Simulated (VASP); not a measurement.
A run of VASP 6.6.1:

The input INCAR:

```
SYSTEM = Al
ALGO = Normal
EDIFF = 1E-7
ENCUT = 520
GGA = PE
ISIF = 2
ISMEAR = -1
IVDW = 12
LASPH = .True.
LCHARG = .False.
LREAL = .False.
LWAVE = .False.
NBANDS = 30
NELM = 60
PREC = Accurate
SIGMA = 0.1
```

File KPOINTS:

```
k-points
0
Gamma
  2 2 1
  0 0 0
```

The input POSCAR:

```
Al
1.0
    5.7275650000      0.0000000000      0.0000000000
    2.8637820000      4.9602170000      0.0000000000
    0.0000000000      0.0000000000     16.6765370000
Al
12
Direct
    0.1666684945      0.1666660955      0.0599644878
    0.6666715499      0.1666660955      0.0599644878
    0.1666709227      0.6666643818      0.0599644878
    0.6666739781      0.6666643818      0.0599644878
   -0.1676566256      0.2808748085      0.2068534972
    0.2243749815      0.3834711264      0.2023921393
   -0.2660920095      0.8468379508      0.2107691783
    0.2906057343      0.7799255557      0.2107811712
   -0.0904233637     -0.0372564345      0.3447118547
    0.4367201187     -0.0583643820      0.3539883610
   -0.0124067258      0.4660481588      0.3670366336
    0.4211496537      0.5226787457      0.3573103936
```

Potentials or basis: VASP PAW PBE potentials, release 64 (Al).

Run with:

```sh
$ cat potpaw_PBE.64/Al/POTCAR > POTCAR
$ mpirun -np 1 vasp_std > vasp.out
```

Hardware: 1 thread of Intel(R) Xeon(R) Platinum 8259CL CPU @ 2.50GHz (Skylake/Cascade Lake) (shared host).

Q: Estimate the wall time of this run.

A: Run time: 2.4 min on 1 thread of Intel(R) Xeon(R) Platinum 8259CL CPU @ 2.50GHz (Skylake/Cascade Lake), with other jobs on the host, peak memory 0.58 GiB. Counts: scf iterations 21, k points 4.
